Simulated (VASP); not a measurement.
Runs of VASP 6.6.1 on CuI. The structure is cubic, space group F-43m (No. 216). The conventional cell has a = 6.063 Å, b = 6.063 Å, c = 6.063 Å, α = 90.00°, β = 90.00°, γ = 90.00°. Cu (site symmetry -43m) has 4 I at 2.63 Å within 3.5 Å. I (site symmetry -43m) has 4 Cu at 2.63 Å within 3.5 Å. 

```csv
level,U,gap on the mesh (eV),pressure (GPa)
r2SCAN+U,Cu d U = 6.0 eV,2.58,0.0
r2SCAN+U,Cu d U = 2.0 eV,1.95,(b)
r2SCAN+U,Cu d U = 4.0 eV,(a),-0.2
r2SCAN,-,(c),-0.8
```

Alike in all rows: task single point; potentials or basis VASP PAW PBE potentials, release 64 (Cu, I); no spin polarisation; cell as given; k mesh 5 × 5 × 5; cutoff (eV) 660; smearing gaussian 0.01 eV.

Task: Estimate the missing entries.

Result: (a) 2.28; (b) -0.5; (c) 1.61.

Caveats: the PAW data sets were made with another functional, which shifts forces and pressure a little; spin-orbit coupling is left out, which moves the levels of the heavy elements.

A k mesh can miss the band edges, and the runs leave out spin-orbit coupling on I.
